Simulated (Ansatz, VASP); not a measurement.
# CdF2 in VASP and in Ansatz

INCAR

```
PREC = Accurate ; ENCUT = 520
EDIFF = 1E-6 ; ISMEAR = 0
SIGMA = 0.05 ; LREAL = False
LASPH = True ; NELM = 80
ALGO = Normal ; ISIF = 2
LWAVE = False ; LCHARG = True
GGA = PE ; LELF = True
LVHAR = True ; NBANDS = 20
```

The input KPOINTS:

```
regular mesh
0
Gamma
  8 8 8
```

File POSCAR:

```
CdF2
1.0
    0.0000000000      2.6940000000      2.6940000000
    2.6940000000      0.0000000000      2.6940000000
    2.6940000000      2.6940000000      0.0000000000
Cd F
1 2
Direct
   -0.0185597624      0.0185597624     -0.0185597624
    0.2500000000      0.2500000000      0.2500000000
    0.7500000000      0.7500000000      0.7500000000
```

Input for Ansatz:

```yaml
crystal:
  lattice:
    - [0.0, 2.694, 2.694]
    - [2.694, 0.0, 2.694]
    - [2.694, 2.694, 0.0]
  atoms:
    - { symbol: Cd, position: [-0.0185597624, 0.0185597624, -0.0185597624] }
    - { symbol: F, position: [0.25, 0.25, 0.25] }
    - { symbol: F, position: [0.75, 0.75, 0.75] }
basis:
  ecutwfc: 420
kpoints:
  mp_grid: { grid: [8, 8, 8] }
hamiltonian:
  xc: pbe
scf:
  occupations: { method: gaussian, width: 0.05 }
output:
  forces: true
  stress: true
  eigenvalues: true
```

Change from the starting cell: all Cd atoms moved -0.100 Å, as atom 1 along Cartesian [0 1 0].

Alike in both runs: task single point; functional PBE; k mesh 8 × 8 × 8; occupations gaussian, width 0.05 eV; no spin polarisation.

|  | VASP | Ansatz |
| --- | --- | --- |
| version | VASP 6.6.1 | Ansatz 0.2.0 |
| potentials or method | VASP PAW PBE potentials, release 64 (Cd, F), cutoff 520 eV | scalar-relativistic, plane waves, PAW |
| valence electrons in the cell | 26 | 34 |

|  | VASP | Ansatz | Ansatz less VASP |
| --- | --- | --- | --- |
| gap on the k mesh at the Fermi level (eV) | 3.06 | 3.09 | +0.034 |
| least direct gap on the mesh (eV) | 3.57 | 3.60 | +0.031 |
| pressure (GPa) | 6.8 | 6.0 | -0.79 |
| traceless stress, the component that is largest in VASP (GPa) | -0.33 | -0.29 | +0.040 |
| rms of the force components (eV/Å) | 0.241 | 0.218 | -0.0232 |

Atom by atom the forces differ by 0.023 eV/Å (rms over components). VASP's potentials hold 26 valence electrons a cell and Ansatz's 34, so a difference there can come from the potentials and not from the codes.
